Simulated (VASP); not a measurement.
# WC in VASP: a series of runs, part 2 of 2

VASP 6.6.1. The steps go on from the part before.

### Step 4. Relaxation of cell and atoms, PBEsol

Input file INCAR:

```
SYSTEM = WC
PREC     = Accurate       ! precision mode
ENCUT    = 600            ! plane-wave cutoff, eV
EDIFF    = 1E-6           ! SCF threshold, eV
ISMEAR   = 0              ! smearing method
SIGMA    = 0.15           ! smearing width, eV
LREAL    = .FALSE.        ! projectors in reciprocal space
LASPH    = .TRUE.         ! aspherical terms in the spheres
NELM     = 80             ! most SCF steps
ALGO     = Normal         ! electronic algorithm
ISIF     = 3              ! what is computed and relaxed
LWAVE    = .FALSE.        ! write WAVECAR
LCHARG   = .FALSE.        ! write CHGCAR
GGA      = PS             ! functional
IBRION   = 2              ! ionic algorithm
NSW      = 100            ! ionic steps
EDIFFG   = -0.01          ! ionic threshold
```

Input file KPOINTS:

```
Automatic mesh
0
G
  14 14 14
  0 0 0
```

Input file POSCAR:

```
WC
1.0
    0.0000000000      2.1726853742      2.1726853742
    2.1726853742      0.0000000000      2.1726853742
    2.1726853742      2.1726853742      0.0000000000
W C
1 1
Direct
    0.0065241724     -0.0083131889      0.0060147496
    0.4934758276      0.5083131889      0.4939852504
```

Potentials or basis: VASP PAW PBE potentials, release 64 (W_sv, C).

Run with:

```
$ cat potpaw_PBE.64/W_sv/POTCAR potpaw_PBE.64/C/POTCAR > POTCAR
$ mpirun -np 1 vasp_std > vasp.out
```

OUTCAR:

```text
SYSTEM = WC
   PREC = Accurate
   ENCUT = 600
   EDIFF = 1E-6
   ISMEAR = 0
   LREAL = .FALSE.
   LASPH = .TRUE.
   NELM = 80
   ISIF = 3
   GGA = PS
   IBRION = 2
   NSW = 100
   EDIFFG = -0.01

 ion  position               nearest neighbor table
   1  0.007  0.992  0.006-   2 2.12   2 2.16   2 2.17   2 2.18   2 2.18   2 2.23
   2  0.493  0.508  0.494-   1 2.12   1 2.16   1 2.17   1 2.18   1 2.18   1 2.23

  LATTYP: Found a face centered cubic cell.
 ALAT       =     4.3453707484

  Lattice vectors:

 A1 = (   0.0000000000,   2.1726853742,   2.1726853742)
 A2 = (   2.1726853742,   0.0000000000,   2.1726853742)
 A3 = (   2.1726853742,   2.1726853742,   0.0000000000)

Analysis of symmetry for initial positions (statically):
=====================================================================
 Subroutine PRICEL returns:
[... 412 lines left out ...]
      5      -3.3640      2.00000
      6       9.7704      2.00000
      7       9.7741      2.00000
      8       9.7776      2.00000
      9      11.5566      2.00000
     10      11.5586      2.00000
     11      11.5608      2.00000
     12      11.6310      2.00000
     13      11.6316      2.00000
[... 354 lines left out ...]
  band No.  band energies     occupation
      1     -62.6916      2.00000
      2     -27.3419      2.00000
      3     -26.7930      2.00000
      4     -26.7928      2.00000
      5       0.7660      2.00000
      6       3.3240      2.00000
      7       5.9942      2.00000
      8       5.9992      2.00000
      9      13.4467      0.00000
     10      13.4525      0.00000
     11      14.4733      0.00000
     12      18.4306      0.00000
     13      21.1719      0.00000

 [... further k-points ...]

------------------------ aborting loop because EDIFF is reached ----------------------------------------

  FORCE on cell =-STRESS in cart. coord.  units (eV):
  Direction    XX          YY          ZZ          XY          YZ          ZX
  --------------------------------------------------------------------------------------
  -------------------------------------------------------------------------------------
  Total        0.0000731     -0.0006562      0.0000470     -0.0040960     -0.0031959      0.0006367
  in kB        0.0056947     -0.0511076      0.0036609     -0.3190281     -0.2489230      0.0495927
  external PRESSURE =      -0.0139173 kB  Pullay stress =       0.0000000 kB
[... 17 lines left out ...]
  FREE ENERGIE OF THE ION-ELECTRON SYSTEM (eV)
  ---------------------------------------------------
  free  energy   TOTEN  =       -23.0006846100 eV

  energy  without entropy=      -22.9876936709  energy(sigma->0) =      -22.99418914

 reached required accuracy - stopping structural energy minimisation
```

OSZICAR:

```text
N       E                     dE             d eps       ncg     rms          rms(c)
DAV:   1     0.119299914281E+03    0.11930E+03   -0.10670E+04 35824   0.170E+03
DAV:   2    -0.217081558768E+02   -0.14101E+03   -0.13695E+03 40306   0.407E+02
[... 52 lines left out ...]
   6 F= -.23000575E+02 E0= -.22994077E+02  d E =-.127632E-03
       N       E                     dE             d eps       ncg     rms          rms(c)
DAV:   1    -0.230011123473E+02   -0.53744E-03   -0.19494E-02 40141   0.199E+00    0.163E-01
DAV:   2    -0.230008016234E+02    0.31072E-03   -0.11629E-03 38661   0.385E-01    0.638E-02
DAV:   3    -0.230006890064E+02    0.11262E-03   -0.16388E-04 44881   0.137E-01    0.168E-02
DAV:   4    -0.230006842220E+02    0.47844E-05   -0.20052E-05 39896   0.478E-02    0.144E-02
DAV:   5    -0.230006846100E+02   -0.38806E-06   -0.10555E-06 24653   0.123E-02
   7 F= -.23000685E+02 E0= -.22994189E+02  d E =-.237368E-03
```

CONTCAR:

```text
WC
   1.00000000000000
     0.0003407580339543    2.1751689923538780    2.1749633211390771
     2.1745882058600507    0.0007138709999805    2.1745865285276360
     2.1750538944403743    2.1752574656457817    0.0002518546294350
  W               C
     1     1
Direct
     0.9999474582672823    0.0000597115868548    0.9999497685861666
     0.5000525417327176    0.4999402884131453    0.5000502314138334

  0.00000000E+00  0.00000000E+00  0.00000000E+00
  0.00000000E+00  0.00000000E+00  0.00000000E+00
```

Wall time 14 min (1 thread of Intel Xeon 6975P-C (Granite Rapids), shared host); peak memory 0.63 GiB.

Results:

```yaml
Free_energy: -23.0007 eV
Relaxed_volume: 10.29 Å³/atom
Relaxed_cell: a = 3.076 Å, b = 3.075 Å, c = 3.076 Å, α = 59.99°, β = 59.99°, γ = 59.99°
Space_group_after_relaxing_to_0.1_Å: Fm-3m (No. 225)
Energy_gained_by_relaxing: 6.2 meV/atom
Ionic_steps: 7
Pressure_after_relaxing: 0.0 GPa
Largest_force_after_relaxing: 0.003 eV/Å
```

Forces on the atoms (eV/Å):
```
W    0.000  0.003  0.000
C    0.000 -0.003  0.000
```

Step by step:
| step | energy change (eV) | largest force (eV/Å) | pressure (GPa) | volume (Å³) |
| --- | --- | --- | --- | --- |
| 1 | 0.0000 | 0.4451 | 1.64 | 20.51 |
| 2 | -0.0072 | 0.0816 | -4.60 | 20.83 |
| 3 | -0.0082 | 0.1621 | -3.08 | 20.74 |
| 4 | -0.0099 | 0.1044 | 3.22 | 20.41 |
| 5 | -0.0121 | 0.0171 | 0.46 | 20.55 |
| 6 | -0.0122 | 0.0181 | -0.26 | 20.59 |
| 7 | -0.0123 | 0.0033 | 0.00 | 20.57 |

Final structure:
```
W C
1.0
     0.00034    2.17517    2.17496
     2.17459    0.00071    2.17459
     2.17505    2.17526    0.00025
W C
1 1
Direct
  0.99995 0.00006 0.99995
  0.50005 0.49994 0.50005
```

Levels at points of the mesh, in eV from the Fermi level:
```tsv
k point	band 6	band 7	band 8	band 9	band 10	band 11	band 12	band 13
(0.00, 0.00, 0.00)	-2.84	-2.84	-2.83	-1.05	-1.05	-1.05	-0.98	-0.98
(0.50, 0.00, 0.00)	-10.01	-6.73	-6.73	1.12	1.12	2.46	4.96	9.11
(0.00, 0.50, 0.00)	-10.00	-6.73	-6.73	1.12	1.12	2.46	4.96	9.11
(0.00, 0.00, 0.50)	-10.01	-6.73	-6.73	1.11	1.12	2.46	4.96	9.11
(0.50, 0.50, 0.50)	-10.01	-6.73	-6.73	1.11	1.12	2.45	4.96	9.11
(0.50, 0.50, 0.00)	-5.96	-5.62	-2.49	-2.49	0.91	2.40	2.40	5.68
(0.00, 0.50, 0.50)	-5.96	-5.62	-2.49	-2.49	0.91	2.40	2.40	5.68
(0.50, 0.00, 0.50)	-5.96	-5.62	-2.49	-2.49	0.91	2.40	2.40	5.68
```

Caveat: the highest band is partly filled, so the run has too few bands; the PAW data sets were made with another functional, which shifts forces and pressure a little; spin-orbit coupling is left out, which moves the levels of the heavy elements.

### Step 5. Summary

| task | cell | cutoff (eV) | gap on the mesh (eV) | pressure (GPa) |
| --- | --- | --- | --- | --- |
| single point | a = 3.073 Å, angles 60.0°, 2 atoms, atomic positions A | 520 | none | 1.1 |
| single point | a = 3.073 Å, angles 60.0°, 2 atoms, atomic positions B | 520 | none | 1.7 |
| relaxation of cell and atoms | relaxed from a = 3.073 Å, angles 60.0°, 2 atoms, atomic positions B | 600 | - | 0.0 |

Alike in all rows: level PBEsol; potentials or basis VASP PAW PBE potentials, release 64 (W_sv, C); no spin polarisation; k mesh 14 × 14 × 14; smearing gaussian 0.15 eV.

Caveats: the PAW data sets were made with another functional, which shifts forces and pressure a little; spin-orbit coupling is left out, which moves the levels of the heavy elements; the highest band is partly filled, so the run has too few bands (at least some runs).

Absolute energies hang on the potentials; compare differences alone.
